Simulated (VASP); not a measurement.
Wanted: the native input for a VASP 6.6.1 run.

```
Task                   : single point
Functional             : PBEsol
Potentials or basis    : VASP PAW PBE potentials, release 64 (W_sv, S)
Cutoff                 : 400 eV
k mesh                 : 12 × 12 × 1
Occupations            : gaussian, width 0.01 eV
Spin                   : non-collinear spin, zero start, spin-orbit coupling
Starting moments       : [[0.0, 0.0, 0.0], [0.0, 0.0, 0.0], [0.0, 0.0, 0.0]] μB
Dipole correction      : yes
Further INCAR settings : ALGO = Normal; EDIFF = 1e-06; NBANDS = 39; NELMDL = -8
```

The structure of WS2 lies in POSCAR:

```
WS2
1.0
    3.1530000000      0.0000000000      0.0000000000
   -1.5765000000      2.7305780981      0.0000000000
    0.0000000000      0.0000000000     20.0000000000
W S
1 2
Direct
    0.3333333333      0.6666666667      0.5000000000
    0.6666666667      0.3333333333      0.5783500000
    0.6666666667      0.3333333333      0.4216500000
```

One way to write it, as run:

INCAR

```
ALGO = Normal ; DIPOL = 0.5 0.5 0.500
EDIFF = 1E-6 ; ENCUT = 400
GGA = PS ; GGA_COMPAT = False
IDIPOL = 3 ; ISIF = 2
ISMEAR = 0 ; LASPH = True
LCHARG = False ; LDIPOL = True
LMAXMIX = 4 ; LORBIT = 11
LORBMOM = True ; LREAL = False
LSORBIT = True ; LWAVE = False
MAGMOM = 0 0 0 0 0 0 0 0 0 ; NBANDS = 39
NELM = 200 ; NELMDL = -8
PREC = Accurate ; SIGMA = 0.01
```

KPOINTS

```
k-points
0
Gamma
  12 12 1
```

Potentials or basis: VASP PAW PBE potentials, release 64 (W_sv, S).

The run is started by

```console
$ cat potpaw_PBE.64/W_sv/POTCAR potpaw_PBE.64/S/POTCAR > POTCAR
$ mpirun -np 1 vasp_ncl > vasp.out
```

Results of the run:

```
Largest force                                         : 0.012 eV/Å
Net moment                                            : 0.00 μB per cell
Valence electrons inside the program's atomic spheres : W 12.09; S 3.70
```

Caveat: the PAW data sets were made with another functional, which shifts forces and pressure a little.

Run time: 11 min on 1 thread of Oxide Virtual Turin-like Processor, with other jobs on the host, peak memory 0.66 GiB.
